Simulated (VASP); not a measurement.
Set up this calculation in VASP 6.6.1, as the native input.

```yaml
Task: single point
Functional: PBEsol
Potentials_or_basis: VASP PAW PBE potentials, release 64 (Cd)
Cutoff: 520 eV
k_mesh: 18 × 18 × 8
Occupations: gaussian, width 0.15 eV
Spin: no spin polarisation
Dipole_correction: no
Further_INCAR_settings: ALGO = Fast; EDIFF = 1e-06; NBANDS = 19
```

The structure of Cd lies in POSCAR:

```
Cd
1.0
    2.8895063328      0.0000000000      0.0000000000
   -1.4447531664      2.5023858886      0.0000000000
    0.0000000000      0.0000000000      5.6176500000
Cd
2
Direct
    0.3333333333      0.6666666667      0.2500000000
    0.6666666667      0.3333333333      0.7500000000
```

This cell differs from its parent crystal: strain -0.0300 x Voigt [1, 1, 0, 0, 0, 0].

The input as run:

INCAR

```
SYSTEM = Cd
PREC = Accurate
ENCUT = 520
EDIFF = 1E-6
ISMEAR = 0
SIGMA = 0.15
LREAL = .False.
LASPH = .True.
NELM = 60
ALGO = Fast
ISIF = 2
LWAVE = .False.
LCHARG = .False.
GGA = PS
NBANDS = 19
```

KPOINTS

```
regular mesh
0
Gamma
  18 18 8
  0 0 0
```

Potentials or basis: VASP PAW PBE potentials, release 64 (Cd).

Command:

```bash
$ cat potpaw_PBE.64/Cd/POTCAR > POTCAR
$ mpirun -np 1 vasp_std > vasp.out
```

It gave:

- Pressure: 3.6 GPa
- Band gap on the k mesh: zero (band 12 reaches 4.98 eV, above the bottom of band 13 at -0.08 eV)

Caveat: the cell differs from its parent crystal (strain -0.0300 x Voigt [1, 1, 0, 0, 0, 0]); the PAW data sets were made with another functional, which shifts forces and pressure a little.

Wall time 35 s on 1 thread of Intel(R) Xeon(R) 6975P-C (Granite Rapids) (shared host), peak memory 0.24 GiB.
